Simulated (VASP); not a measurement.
# Ge (I4_132) in VASP: further runs

Runs on Ge. Level: PBE. Tasks: relaxation of cell and atoms, single point.

Program: VASP 6.6.1. These are calculated values, not measurements. Logs are shortened: lines on timing, memory, paths and dates and some standing lists are left out, and cuts for length are marked.

**1. The cell of the first run**

It takes space group I4_132 (No. 214, cubic). Conventional cell: a = 7.838 Å, b = 7.838 Å, c = 7.838 Å, α = 90.00°, β = 90.00°, γ = 90.00°. Within 3.2 Å of Ge (site symmetry 222) lie 4 Ge at 2.40 Å.

**2. Relaxation of cell and atoms, PBE**

File INCAR:

```
SYSTEM = Ge
  PREC = Accurate
  ENCUT = 600
  EDIFF = 1E-6
  ISMEAR = 0
  SIGMA = 0.1
  LREAL = .FALSE.
  LASPH = .TRUE.
  NELM = 100
  ALGO = Normal
  ISIF = 3
  LWAVE = .FALSE.
  LCHARG = .FALSE.
  GGA = PE
  IBRION = 2
  NSW = 90
  EDIFFG = -0.04
```

File KPOINTS:

```
regular mesh
0
G
  4 4 4
  0 0 0
```

File POSCAR:

```
Ge
1.0
   -3.9191835900      3.9191835900      3.9191835900
    3.9191835900     -3.9191835900      3.9191835900
    3.9191835900      3.9191835900     -3.9191835900
Ge
6
Direct
    0.6250000000      0.2500000000      0.8750000000
    0.8750000000      0.6250000000      0.2500000000
    0.7500000000      0.6250000000      0.8750000000
    0.2500000000      0.8750000000      0.6250000000
    0.8750000000      0.7500000000      0.6250000000
    0.6250000000      0.8750000000      0.7500000000
```

Potentials or basis: VASP PAW PBE potentials, release 64 (Ge_d).

Command:

```sh
> cat potpaw_PBE.64/Ge_d/POTCAR > POTCAR
> mpirun -np 1 vasp_std > vasp.out
```

OUTCAR:

```text
SYSTEM = Ge
   PREC = Accurate
   ENCUT = 600
   EDIFF = 1E-6
   ISMEAR = 0
   LREAL = .FALSE.
   LASPH = .TRUE.
   NELM = 100
   ISIF = 3
   GGA = PE
   IBRION = 2
   NSW = 90
   EDIFFG = -0.04

 ion  position               nearest neighbor table
   1  0.625  0.250  0.875-   2 2.40   3 2.40   4 2.40   6 2.40
   2  0.875  0.625  0.250-   1 2.40   3 2.40   4 2.40   5 2.40
   3  0.750  0.625  0.875-   1 2.40   2 2.40   5 2.40   6 2.40
   4  0.250  0.875  0.625-   1 2.40   2 2.40   5 2.40   6 2.40
   5  0.875  0.750  0.625-   2 2.40   3 2.40   4 2.40   6 2.40
   6  0.625  0.875  0.750-   1 2.40   3 2.40   4 2.40   5 2.40

  LATTYP: Found a body centered cubic cell.
 ALAT       =     7.8383671800

  Lattice vectors:

 A1 = (  -3.9191835900,   3.9191835900,   3.9191835900)
 A2 = (   3.9191835900,  -3.9191835900,   3.9191835900)
 A3 = (   3.9191835900,   3.9191835900,  -3.9191835900)

Analysis of symmetry for initial positions (statically):
=====================================================================
 Subroutine PRICEL returns:
 Original cell was already a primitive cell.

 Routine SETGRP: Setting up the symmetry group for a
 body centered cubic supercell.

 Subroutine GETGRP returns: Found 24 space group operations
 (whereof  3 operations were pure point group operations)
 out of a pool of 48 trial point group operations.

The static configuration has the point symmetry C_3 .
 The point group associated with its full space group is O   .

Analysis of symmetry for dynamics (positions and initial velocities):
=====================================================================
 Subroutine PRICEL returns:
 Original cell was already a primitive cell.

 Routine SETGRP: Setting up the symmetry group for a
 body centered cubic supercell.

 Subroutine GETGRP returns: Found 24 space group operations
 (whereof  3 operations were pure point group operations)
 out of a pool of 48 trial point group operations.

The dynamic configuration has the point symmetry C_3 .
 The point group associated with its full space group is O   .

 Subroutine INISYM returns: Found 24 space group operations
 (whereof  3 operations are pure point group operations),
 and found     1 'primitive' translations

----------------------------------------------------------------------------------------

                                     Primitive cell

  volume of cell :     240.7946

  direct lattice vectors                    reciprocal lattice vectors
    -3.919183590  3.919183590  3.919183590     0.000000000  0.127577591  0.127577591
     3.919183590 -3.919183590  3.919183590     0.127577591  0.000000000  0.127577591
     3.919183590  3.919183590 -3.919183590     0.127577591  0.127577591  0.000000000

  length of vectors
     6.788225102  6.788225102  6.788225102     0.180421959  0.180421959  0.180421959

  position of ions in fractional coordinates (direct lattice)
     0.625000000  0.250000000  0.875000000
     0.875000000  0.625000000  0.250000000
     0.750000000  0.625000000  0.875000000
     0.250000000  0.875000000  0.625000000
     0.875000000  0.750000000  0.625000000
     0.625000000  0.875000000  0.750000000

  ion indices of the primitive-cell ions
   primitive index   ion index
                 1           1
                 2           2
                 3           3
                 4           4
                 5           5
                 6           6

----------------------------------------------------------------------------------------

 KPOINTS: regular mesh

Automatic generation of k-mesh.
 Grid dimensions read from file:
 generate k-points for:    4    4    4

 Generating k-lattice:

  Cartesian coordinates                     Fractional coordinates (reciprocal lattice)
     0.000000000  0.031894398  0.031894398     0.250000000  0.000000000  0.000000000
     0.031894398  0.000000000  0.031894398     0.000000000  0.250000000  0.000000000
     0.031894398  0.031894398  0.000000000     0.000000000  0.000000000  0.250000000

  Length of vectors
     0.045105490  0.045105490  0.045105490

  Shift w.r.t. Gamma in fractional coordinates (k-lattice)
     0.000000000  0.000000000  0.000000000

 Subroutine IBZKPT returns following result:
 ===========================================

 Found      8 irreducible k-points:

 Following reciprocal coordinates:
            Coordinates               Weight
  0.000000  0.000000  0.000000      1.000000
  0.250000  0.000000  0.000000     12.000000
  0.500000  0.000000  0.000000      6.000000
  0.250000  0.250000  0.000000     24.000000
  0.250000  0.250000  0.250000      2.000000
 -0.250000  0.250000  0.250000      6.000000
  0.500000  0.500000  0.250000     12.000000
  0.500000  0.500000  0.500000      1.000000
   k-points           NKPTS =      8   k-points in BZ     NKDIM =      8   number of bands    NBANDS=     50
   number of dos      NEDOS =    301   number of ions     NIONS =      6
   total plane-waves  NPLWV = 157464
   dimension x,y,z NGX =    54 NGY =   54 NGZ =   54
   dimension x,y,z NGXF=   108 NGYF=  108 NGZF=  108
   ions per type =               6
   NGX,Y,Z   is equivalent  to a cutoff of  13.22, 13.22, 13.22 a.u.
   NGXF,Y,Z  is equivalent  to a cutoff of  26.45, 26.45, 26.45 a.u.
 SYSTEM =  Ge
   PREC   = accura    normal or accurate (medium, high low for compatibility)
   ISTART =      0    job   : 0-new  1-cont  2-samecut
   ICHARG =      2    charge: 1-file 2-atom 10-const
   ISPIN  =      1    spin polarized calculation?
   LNONCOLLINEAR =      F non collinear calculations
   LSORBIT =      F    spin-orbit coupling
   LASPH  =      T    aspherical Exc in radial PAW
   ENCUT  =  600.0 eV  44.10 Ry    6.64 a.u.  13.56 13.56 13.56*2*pi/ulx,y,z
   NELM   =    100;   NELMIN=  2; NELMDL= -5     # of ELM steps
   EDIFF  = 0.1E-05   stopping-criterion for ELM
   LREAL  =      F    real-space projection
   EDIFFG = -.4E-01   stopping-criterion for IOM
   NSW    =     90    number of steps for IOM
   IBRION =      2    ionic relax: 0-MD 1-quasi-New 2-CG
   NFREE  =      1    steps in history (QN), initial steepest desc. (CG)
   ISIF   =      3    stress and relaxation
   ISYM   =      2    0-nonsym 1-usesym 2-fastsym
   POTIM  = 0.5000    time-step for ionic-motion
   TEBEG  =    0.0;   TEEND  =   0.0 temperature during run
   PSTRESS=    0.0 pullay stress
   NELECT =      84.0000    total number of electrons
   NUPDOWN=      -1.0000    fix difference up-down
   EMIN   =  10.00;   EMAX   =-10.00  energy-range for DOS
   EFERMI =   0.00;   METHOD = LEGACY
   ISMEAR =     0;   SIGMA  =   0.10  broadening in eV -4-tet -1-fermi 0-gaus
   EFERMI_NEDOS =   21; number of points for ismear=-14 and -15
   IALGO  =     38    algorithm
   IMIX   =      4    mixing-type and parameters
     AMIX     =   0.40;   BMIX     =  1.00
     AMIX_MAG =   1.60;   BMIX_MAG =  1.00
  volume/ion in A,a.u.               =      40.13       270.83
  Fermi-wavevector in a.u.,A,eV,Ry     =   1.152442  2.177799 18.070197  1.328122
  Thomas-Fermi vector in A             =   2.289093
   LORBIT       =      0    0 simple, 1 ext, 2 COOP (PROOUT), +10 PAW based schemes
   GGA     = PE    functional components
   LHFCALC =     F    Hartree Fock is set to
   AEXX    =    0.0000 exact exchange contribution
   IVDW    =     0    specifies the selected vdW correction
   LEPSILON=     F    determine dielectric tensor
   LRPA    =     F    only Hartree local field effects (RPA)
 conjugate gradient relaxation of ions
 non-spin polarized calculation
 Gauss-broadening in eV      SIGMA  =   0.10
  energy-cutoff  :      600.00
  volume of cell :      240.79
 maximum number of plane-waves:      8128
   NGX = 27   NGY = 27   NGZ = 27

--------------------------------------- Ionic step        1  -------------------------------------------

 number of electron      83.9999979 magnetization

 Free energy of the ion-electron system (eV)
  ---------------------------------------------------
  ext. energy  EPLUGINS =         0.00000000
  ---------------------------------------------------
  free energy    TOTEN  =       -22.08150557 eV

  energy without entropy =      -22.07333307  energy(sigma->0) =      -22.07741932

 E-fermi :   0.6812     XC(G=0):  -6.7186

 val. band max:        0.6687407003   @ k =   0.5000   0.0000   0.0000
 cond. band min:       0.8067045164   @ k =  -0.2500   0.2500   0.2500
 fundamental gap:      0.1379638161
 Fermi energy:         0.6811538869

 k-point     1 :       0.0000    0.0000    0.0000
  band No.  band energies     occupation
      1     -24.3244      2.00000
      2     -24.0846      2.00000
      3     -24.0846      2.00000
      4     -24.0846      2.00000
      5     -24.0667      2.00000
      6     -24.0667      2.00000
[... 475 lines left out ...]
 POSITION                                       TOTAL-FORCE (eV/Angst)
 -----------------------------------------------------------------------------------
      2.08911      5.22278      0.00000        -0.000000      0.000000      0.000000
      0.00000      2.08911      5.22278         0.000000     -0.000000      0.000000
      3.13367      4.17823      2.08911         0.000000      0.000000      0.000000
      5.22278      0.00000      2.08911         0.000000     -0.000000     -0.000000
      2.08911      3.13367      4.17823         0.000000     -0.000000     -0.000000
      4.17823      2.08911      3.13367        -0.000000      0.000000     -0.000000
 -----------------------------------------------------------------------------------
    total drift:                                0.000000     -0.000000      0.000000

  FREE ENERGIE OF THE ION-ELECTRON SYSTEM (eV)
  ---------------------------------------------------
  free  energy   TOTEN  =       -22.7162078204 eV

  energy  without entropy=      -22.7022157451  energy(sigma->0) =      -22.70921178

--------------------------------------- Ionic step        3  -------------------------------------------

 number of electron      83.9999957 magnetization

 Free energy of the ion-electron system (eV)
  ---------------------------------------------------
  ext. energy  EPLUGINS =         0.00000000
  ---------------------------------------------------
  free energy    TOTEN  =       -22.72681389 eV

  energy without entropy =      -22.71360245  energy(sigma->0) =      -22.72020817

 E-fermi :  -0.1656     XC(G=0):  -6.1769

 val. band max:       -0.3255074998   @ k =   0.5000   0.0000   0.0000
 cond. band min:      -0.1294816000   @ k =   0.5000   0.0000   0.0000
 fundamental gap:      0.1960258998
 Fermi energy:        -0.1655698708

 k-point     1 :       0.0000    0.0000    0.0000
  band No.  band energies     occupation
      1     -24.8959      2.00000
      2     -24.7511      2.00000
      3     -24.7511      2.00000
      4     -24.7511      2.00000
      5     -24.7445      2.00000
      6     -24.7445      2.00000
[... 426 lines left out ...]
 VOLUME and BASIS-vectors are now :
 -----------------------------------------------------------------------------
  energy-cutoff  :      600.00
  volume of cell :      284.41
      direct lattice vectors                 reciprocal lattice vectors
    -4.142819287  4.142819287  4.142819287     0.000000000  0.120690758  0.120690758
     4.142819287 -4.142819287  4.142819287     0.120690758  0.000000000  0.120690758
     4.142819287  4.142819287 -4.142819287     0.120690758  0.120690758  0.000000000

 POSITION                                       TOTAL-FORCE (eV/Angst)
 -----------------------------------------------------------------------------------
      2.07141      5.17852      0.00000        -0.000000      0.000000      0.000000
      0.00000      2.07141      5.17852        -0.000000      0.000000      0.000000
      3.10711      4.14282      2.07141         0.000000     -0.000000      0.000000
      5.17852      0.00000      2.07141         0.000000      0.000000      0.000000
      2.07141      3.10711      4.14282         0.000000     -0.000000     -0.000000
      4.14282      2.07141      3.10711        -0.000000      0.000000     -0.000000
 -----------------------------------------------------------------------------------
    total drift:                                0.000000     -0.000000      0.000000

  FREE ENERGIE OF THE ION-ELECTRON SYSTEM (eV)
  ---------------------------------------------------
  free  energy   TOTEN  =       -22.7268138928 eV

  energy  without entropy=      -22.7136024463  energy(sigma->0) =      -22.72020817

 reached required accuracy - stopping structural energy minimisation
```

It took 3.9 min on 1 thread of Intel Xeon 6975P-C (Granite Rapids), shared host; peak memory 0.41 GiB.

Results:

| Quantity | Value |
| --- | --- |
| Free energy | -22.7268 eV |
| Relaxed volume | 47.40 Å³/atom |
| Relaxed cell | a = 7.176 Å, b = 7.176 Å, c = 7.176 Å, α = 109.47°, β = 109.47°, γ = 109.47° |
| Space group after relaxing (to 0.05 Å) | I4_132 (No. 214) |
| Energy gained by relaxing | 107.6 meV/atom |
| Ionic steps | 3 |
| Pressure after relaxing | 0.1 GPa |
| Band gap on the k mesh | zero (band 42 reaches -0.01 eV, above the bottom of band 43 at -0.52 eV) |

Step by step:
| step | energy change (eV) | largest force (eV/Å) | pressure (GPa) | volume (Å³) |
| --- | --- | --- | --- | --- |
| 1 | 0.0000 | 0.0000 | 5.47 | 240.79 |
| 2 | -0.6347 | 0.0000 | -0.52 | 291.77 |
| 3 | -0.6453 | 0.0000 | 0.07 | 284.41 |

Final structure:
```
CELL_PARAMETERS angstrom
-4.14282 4.14282 4.14282
4.14282 -4.14282 4.14282
4.14282 4.14282 -4.14282
ATOMIC_POSITIONS crystal
Ge 0.62500 0.25000 0.87500
Ge 0.87500 0.62500 0.25000
Ge 0.75000 0.62500 0.87500
Ge 0.25000 0.87500 0.62500
Ge 0.87500 0.75000 0.62500
Ge 0.62500 0.87500 0.75000
```

Caveat: the volume moved by over 15 % at a fixed basis, so the end points are rough.

**3. Single point, PBE**

This run uses another cell than the first one, of 47.62 Å³/atom, 1.187 times its volume.

File INCAR:

```
PREC = Accurate
ENCUT = 520
EDIFF = 1E-7
ISMEAR = 0
SIGMA = 0.1
LREAL = F
LASPH = T
NELM = 100
ALGO = Normal
ISIF = 2
LWAVE = F
LCHARG = F
GGA = PE
NBANDS = 51
```

File KPOINTS:

```
regular mesh
0
Gamma
  6 6 6
```

Edit POSCAR of step 2 so:

```diff
@@ -2,5 +2,5 @@
 1.0
-   -3.9191835900      3.9191835900      3.9191835900
-    3.9191835900     -3.9191835900      3.9191835900
-    3.9191835900      3.9191835900     -3.9191835900
+   -4.1491595757      4.1491595757      4.1491595757
+    4.1491595757     -4.1491595757      4.1491595757
+    4.1491595757      4.1491595757     -4.1491595757
 Ge
```

Potentials or basis: VASP PAW PBE potentials, release 64 (Ge_d).

Command:

```sh
> cat potpaw_PBE.64/Ge_d/POTCAR > POTCAR
> mpirun -np 1 vasp_std > vasp.out
```

It took 5 min on 1 thread of Intel Xeon Platinum 8488C (Sapphire Rapids), shared host; peak memory 0.44 GiB.

It converged, with:

```yaml
Free_energy: -22.7077 eV
Pressure: 0.0 GPa
Band_gap_on_the_k_mesh: zero (band 42 reaches -0.02 eV, above the bottom of band 43 at -0.54 eV)
```

Levels at points of the mesh, in eV from the Fermi level:
```
           k point  band 39  band 40  band 41  band 42  band 43  band 44  band 45  band 46
(0.00, 0.00, 0.00)    -2.18    -1.12    -1.12    -1.12     2.20     2.29     2.29     2.92
(0.50, 0.00, 0.00)    -2.05    -1.22    -1.11    -0.14     0.06     1.30     1.99     2.73
(0.50, 0.50, 0.50)    -1.28    -1.28    -0.34    -0.34    -0.34    -0.24     0.83     0.83
```
